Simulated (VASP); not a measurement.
Write the native input for VASP 6.6.1 that does the following.

| Item | Value |
| --- | --- |
| Task | single point |
| Functional | PBE |
| Potentials or basis | VASP PAW PBE potentials, release 64 (S, Mg) |
| Cutoff | 520 eV |
| k mesh | 9 × 9 × 9 |
| Occupations | gaussian, width 0.028 eV |
| Spin | no spin polarisation |
| Dipole correction | no |
| Further INCAR settings | ALGO = Normal; EDIFF = 1e-07; NBANDS = 11 |

The structure of MgS (Niningerite) lies in POSCAR:

```
MgS
1.0
    0.0000000000      2.6016500000      2.6016500000
    2.6016500000      0.0000000000      2.6016500000
    2.6016500000      2.6016500000      0.0000000000
S Mg
1 1
Direct
    0.5000000000      0.5000000000      0.5000000000
    0.0000000000      0.0000000000      0.0000000000
```

The input as run:

INCAR

```
SYSTEM = MgS
  ALGO = Normal
  EDIFF = 1E-7
  ENCUT = 520
  GGA = PE
  ISIF = 2
  ISMEAR = 0
  LASPH = .TRUE.
  LCHARG = .FALSE.
  LREAL = .FALSE.
  LWAVE = .FALSE.
  NBANDS = 11
  NELM = 80
  PREC = Accurate
  SIGMA = 0.028000000000000004
```

KPOINTS

```
k-points
0
G
  9 9 9
  0 0 0
```

Potentials or basis: VASP PAW PBE potentials, release 64 (S, Mg).

The run is started by

```sh
$ cat potpaw_PBE.64/S/POTCAR potpaw_PBE.64/Mg/POTCAR > POTCAR
$ mpirun -np 1 vasp_std > vasp.out
```

It gave:

The pressure is 0.9 GPa and the band gap on the k mesh is 2.91 eV, indirect (least direct gap 3.71 eV).

Run time: 28 s on 1 thread of AMD EPYC 7R13, with other jobs on the host, peak memory 0.13 GiB.
